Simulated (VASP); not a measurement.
Crystal: W.

```
W
1.0
    -1.58234    1.58234    1.58234
     1.58234   -1.58234    1.58234
     1.58234    1.58234   -1.58234
W
1
Direct
  0.00000 0.00000 0.00000
```

- Program: VASP 6.6.1
- Task: relaxation of cell and atoms
- Functional: PBE
- Potentials or basis: VASP PAW PBE potentials, release 64 (W_sv)
- Cutoff: 600 eV
- k mesh: 20 × 20 × 20
- Occupations: methfessel-paxton, width 0.1 eV
- Spin: no spin polarisation

At the start: pressure 6.2 GPa; volume 15.85 Å³/atom.

Problem. Where does the relaxation end?

Solution. Over 4 steps the energy falls by 5.9 meV/atom and the volume is 16.16 Å³/atom (+2.0 %); space group Im-3m (No. 229, to 0.05 Å).

The path:
| step | energy change (eV) | largest force (eV/Å) | pressure (GPa) | volume (Å³) |
| --- | --- | --- | --- | --- |
| 1 | 0.0000 | 0.0000 | 6.24 | 15.85 |
| 2 | 0.0633 | 0.0000 | -18.11 | 17.31 |
| 3 | -0.0059 | 0.0000 | -0.17 | 16.17 |
| 4 | -0.0059 | 0.0000 | -0.01 | 16.16 |

Final structure:
```xyz
1
Lattice="-1.5926 1.5926 1.5926 1.5926 -1.5926 1.5926 1.5926 1.5926 -1.5926" Properties=species:S:1:pos:R:3 pbc="T T T"
W     0.0000    0.0000    0.0000
```
